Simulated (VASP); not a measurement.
A run of VASP 6.6.1:

The input INCAR:

```
ALGO = Normal
EDIFF = 1E-6
ENCUT = 500
GGA = CA
GGA_COMPAT = F
ISIF = 2
ISMEAR = -1
ISPIN = 2
LASPH = T
LCHARG = F
LORBIT = 11
LREAL = F
LWAVE = F
MAGMOM = 0
NBANDS = 15
NELM = 200
PREC = Accurate
SIGMA = 0.15
```

The input KPOINTS:

```
k-points
0
Gamma
  7 7 7
```

POSCAR

```
Ba
1.0
    0.0000000000      3.2326650000      3.2326650000
    3.2326650000      0.0000000000      3.2326650000
    3.2326650000      3.2326650000      0.0000000000
Ba
1
Direct
    0.0000000000      0.0000000000      0.0000000000
```

Potentials or basis: VASP PAW LDA potentials, release 64 (Ba_sv).

Command:

```bash
$ cat potpaw_LDA.64/Ba_sv/POTCAR > POTCAR
$ mpirun -np 1 vasp_std > vasp.out
```

Hardware: 1 thread of AMD EPYC 7R43 64-Core Processor (Zen 3), with other jobs on the host.

Question: Estimate the wall time of this run.

Answer: Run time: 30 s on 1 thread of AMD EPYC 7R43 64-Core Processor (Zen 3) (shared host), peak memory 0.16 GiB. Counts: scf iterations 10, k points 20.
